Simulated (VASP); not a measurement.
Set up this calculation in VASP 6.6.1, as the native input.

* Task: single point
* Functional: PBE
* Potentials or basis: VASP PAW PBE potentials, release 64 (Ca_sv, Se)
* Cutoff: 520 eV
* k mesh: 6 × 6 × 2
* Occupations: gaussian, width 0.01 eV
* Spin: no spin polarisation
* Dipole correction: no
* Further INCAR settings: ALGO = Normal; EDIFF = 1e-07; NBANDS = 24

The structure of CaSe lies in POSCAR:

```
CaSe
1.0
    5.0055966788      0.0000000000      0.0000000000
   -2.5027983394      4.3349738849      0.0000000000
    0.0000000000      0.0000000000      5.8757322579
Ca Se
2 2
Direct
    0.3333333333      0.6666666667     -0.0624992794
    0.6666666667      0.3333333333      0.4375007206
    0.3333333333      0.6666666667      0.4374992794
    0.6666666667      0.3333333333      0.9374992794
```

One way to write it, as run:

INCAR

```
PREC = Accurate
ENCUT = 520
EDIFF = 1E-7
ISMEAR = 0
SIGMA = 0.01
LREAL = F
LASPH = T
NELM = 100
ALGO = Normal
ISIF = 2
LWAVE = F
LCHARG = F
GGA = PE
NBANDS = 24
```

KPOINTS

```
Automatic mesh
0
Gamma
  6 6 2
```

Potentials or basis: VASP PAW PBE potentials, release 64 (Ca_sv, Se).

Command:

```sh
$ cat potpaw_PBE.64/Ca_sv/POTCAR potpaw_PBE.64/Se/POTCAR > POTCAR
$ mpirun -np 1 vasp_std > vasp.out
```

It gave:

The pressure is 0.7 GPa and the band gap on the k mesh is 2.43 eV, indirect (least direct gap 2.57 eV).

Caveat: the k points lie up to 0.53 Å⁻¹ apart.

Run time: 52 s on 1 thread of AMD EPYC 7R13 Processor (Zen 3), with other jobs on the host, peak memory 0.23 GiB.
